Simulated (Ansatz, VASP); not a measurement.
**GeSb4Te7: VASP beside Ansatz**

```
Ge Sb Te
1.0
     4.28930    0.00000    0.00000
    -2.14465    3.71464    0.00000
     0.00000    0.00000   24.63778
Ge Sb Te
1 4 7
Direct
  0.00000 0.00000 0.50000
  0.66667 0.33333 0.91890
  0.33333 0.66667 0.34975
  0.33333 0.66667 0.08110
  0.66667 0.33333 0.65025
  0.33333 0.66667 0.84973
  0.66667 0.33333 0.15027
  0.00000 0.00000 0.71898
  0.66667 0.33333 0.43139
  0.33333 0.66667 0.56861
  0.00000 0.00000 0.00000
  0.00000 0.00000 0.28102
```

Alike in both runs: task single point; functional PBE; k mesh 6 × 6 × 1; occupations gaussian, width 0.1 eV; no spin polarisation.

|  | VASP | Ansatz |
| --- | --- | --- |
| version | VASP 6.6.1 | Ansatz 0.2.0 |
| potentials or method | VASP PAW PBE potentials, release 64 (Ge_d, Sb, Te), cutoff 520 eV | scalar-relativistic, plane waves, PAW |
| valence electrons in the cell | 76 | 186 |

|  | VASP | Ansatz | Ansatz less VASP |
| --- | --- | --- | --- |
| gap on the k mesh at the Fermi level (eV) | 0.58 | 0.60 | +0.019 |
| least direct gap on the mesh (eV) | 0.58 | 0.60 | +0.019 |
| pressure (GPa) | 0.7 | 0.7 | +0.01 |
| traceless stress, the component that is largest in VASP (GPa) | -0.07 | -0.08 | -0.012 |
| rms of the force components (eV/Å) | 0.056 | 0.046 | -0.0092 |

Atom by atom the forces differ by 0.011 eV/Å (rms over components). The functional is the same, so the differences come from potentials, cutoffs and numerics. VASP's potentials hold 76 valence electrons a cell and Ansatz's 186, so a difference there can come from the potentials and not from the codes.

Spin-orbit coupling is off throughout.
